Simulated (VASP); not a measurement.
Input of a VASP 6.6.1 run:

Contents of INCAR:

```
SYSTEM = RbBr
ALGO     = Normal         ! electronic algorithm
EDIFF    = 1E-7           ! SCF threshold, eV
ENCUT    = 520            ! plane-wave cutoff, eV
ISIF     = 2              ! what is computed and relaxed
ISMEAR   = -1             ! smearing method
LASPH    = .True.         ! aspherical terms in the spheres
LCHARG   = .True.         ! write CHGCAR
LELF     = .True.         ! ELF
LREAL    = .False.        ! projectors in reciprocal space
LVHAR    = .True.       
LWAVE    = .False.        ! write WAVECAR
NBANDS   = 15             ! bands
NELM     = 80             ! most SCF steps
PREC     = Accurate       ! precision mode
SIGMA    = 0.05           ! smearing width, eV
```

KPOINTS

```
k-points
0
Gamma
  7 7 7
  0 0 0
```

File POSCAR:

```
RbBr
1.0
    0.0000000000      3.4496960257      3.4496960257
    3.4496960257      0.0000000000      3.4496960257
    3.4496960257      3.4496960257      0.0000000000
Rb Br
1 1
Direct
    0.0000000000      0.0000000000      0.0000000000
    0.5000000000      0.5000000000      0.5000000000
```

Potentials or basis: VASP PAW LDA potentials, release 64 (Rb_sv, Br).

Run with:

```bash
$ cat potpaw_LDA.64/Rb_sv/POTCAR potpaw_LDA.64/Br/POTCAR > POTCAR
$ mpirun -np 1 vasp_std > vasp.out
```

**Question.** Estimate the band gap on the k mesh.

**Answer.** 3.91 eV, direct.

**Question.** Predict the pressure.

**Answer.** -1.4 GPa.

 A k mesh can miss the band edges.
